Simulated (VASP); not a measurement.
Rb2H: single point with PBE

Rb2H:

```
Rb H
1.0
     4.52902    0.00000    0.00000
     0.00000    4.52902    0.00000
     0.00000    0.00000   15.65109
Rb H
4 2
Direct
  0.00000 0.50000 0.11303
  0.00000 0.50000 0.61303
  0.50000 0.00000 0.38697
  0.50000 0.00000 0.88697
  0.00000 0.00000 0.00000
  0.50000 0.50000 0.50000
```

```yaml
Program: VASP 6.6.1
Task: single point
Functional: PBE
Potentials_or_basis: VASP PAW PBE potentials, release 64 (Rb_sv, H)
Cutoff: 520 eV
k_mesh: 8 × 8 × 4
Occupations: gaussian, width 0.1 eV
Spin: no spin polarisation
Dipole_correction: no
Further_INCAR_settings: ALGO = Normal; EDIFF = 1e-06; NBANDS = 28
```

| Item | Value |
| --- | --- |
| Pressure | 0.0 GPa |
| Band gap on the k mesh | zero (bands 19 and 20 overlap by 2.05 eV) |

Levels at points of the mesh, in eV from the Fermi level:
| k point | band 16 | band 17 | band 18 | band 19 | band 20 | band 21 | band 22 | band 23 |
| --- | --- | --- | --- | --- | --- | --- | --- | --- |
| (0.00, 0.00, 0.00) | -12.65 | -3.22 | -3.06 | -1.18 | -0.61 | 0.37 | 0.77 | 1.89 |
| (0.50, 0.00, 0.00) | -12.64 | -2.58 | -2.58 | 0.22 | 0.22 | 0.70 | 0.70 | 1.40 |
| (0.50, 0.50, 0.00) | -12.73 | -2.25 | -2.25 | 0.98 | 0.98 | 1.32 | 1.32 | 1.98 |
| (0.00, 0.00, 0.50) | -12.65 | -3.15 | -3.15 | -0.93 | -0.93 | 0.62 | 0.62 | 1.98 |
| (0.50, 0.00, 0.50) | -12.64 | -2.58 | -2.58 | 0.21 | 0.21 | 0.71 | 0.71 | 1.35 |
| (0.50, 0.50, 0.50) | -12.73 | -2.25 | -2.25 | 1.12 | 1.12 | 1.12 | 1.12 | 1.98 |

Wall time 3.5 min on 1 thread of Intel(R) Xeon(R) 6975P-C (Granite Rapids), on a shared host, peak memory 0.58 GiB.
